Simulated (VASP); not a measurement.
# BeSn2C2: relaxation of cell and atoms with PBE

The system is BeSn2C2.

```
Be Sn C
1.0
     3.68751    0.00000    0.00000
    -1.84375    3.19348    0.00000
     0.00000    0.00000    7.00366
Be Sn C
1 2 2
Direct
  0.00000 0.00000 0.00000
  0.33333 0.66667 0.28733
  0.66667 0.33333 0.71267
  0.33333 0.66667 0.65141
  0.66667 0.33333 0.34859
```

```yaml
Program: VASP 6.6.1
Task: relaxation of cell and atoms
Functional: PBE
Potentials_or_basis: VASP PAW PBE potentials, release 64 (Be, Sn_d, C)
Cutoff: 600 eV
k_mesh: 12 × 12 × 6
Occupations: gaussian, width 0.1 eV
Spin: no spin polarisation
Dipole_correction: no
Further_INCAR_settings: ALGO = Normal; EDIFF = 1e-06; IBRION = 2; EDIFFG = -0.01; NSW = 100; ISIF = 3
```

```yaml
Relaxed_volume: 16.56 Å³/atom
Relaxed_cell: a = 3.672 Å, b = 3.672 Å, c = 7.090 Å, α = 90.00°, β = 90.00°, γ = 120.00°
Space_group_after_relaxing_to_0.05_Å: P-3m1 (No. 164)
Energy_gained_by_relaxing: 0.3 meV/atom
Ionic_steps: 9
Pressure_after_relaxing: 0.0 GPa
Largest_force_after_relaxing: 0.003 eV/Å
Band_gap_on_the_k_mesh: zero (band 19 reaches 7.12 eV, above the bottom of band 20 at 5.42 eV)
```

Forces in eV/Å, atoms in the order of the input:
```
Be   0.000  0.000  0.000
Sn   0.000  0.000 -0.003
Sn   0.000  0.000  0.003
C    0.000  0.000  0.001
C    0.000  0.000 -0.001
```

Step by step:
```csv
step,energy change (eV),largest force (eV/Å),pressure (GPa),volume (Å³)
1,0.0000,0.0565,0.01,82.47
2,-0.0005,0.0400,0.05,82.49
3,-0.0013,0.0110,0.05,82.55
4,-0.0013,0.0170,0.05,82.55
5,-0.0014,0.0149,-0.04,82.66
6,-0.0014,0.0127,-0.15,82.77
7,-0.0014,0.0111,-0.14,82.77
8,-0.0015,0.0083,-0.11,82.78
9,-0.0016,0.0035,-0.04,82.78
```

Final structure:
```
CELL_PARAMETERS angstrom
3.67173 0.00000 0.00000
-1.83586 3.17981 0.00000
0.00000 0.00000 7.08988
ATOMIC_POSITIONS crystal
Be 0.00000 0.00000 0.00000
Sn 0.33333 0.66667 0.28585
Sn 0.66667 0.33333 0.71415
C 0.33333 0.66667 0.65046
C 0.66667 0.33333 0.34954
```

Levels at points of the mesh, in eV from the Fermi level:
```tsv
k point	band 16	band 17	band 18	band 19	band 20	band 21	band 22	band 23
(0.00, 0.00, 0.00)	-1.77	-1.22	-0.77	-0.77	1.80	2.36	2.57	3.47
(0.50, 0.00, 0.00)	-3.56	-2.89	-2.26	-0.23	0.58	1.10	1.35	3.00
(0.00, 0.00, 0.50)	-1.74	-0.80	-0.80	-0.35	-0.15	2.46	3.66	3.66
(0.50, 0.00, 0.50)	-2.53	-2.44	-2.26	-1.36	-1.35	1.62	2.05	2.78
```

Run time: 23 min on 1 thread of Oxide Virtual Turin-like Processor (shared host), peak memory 0.35 GiB.

Caveat: spin-orbit coupling is left out, which moves the levels of the heavy elements.
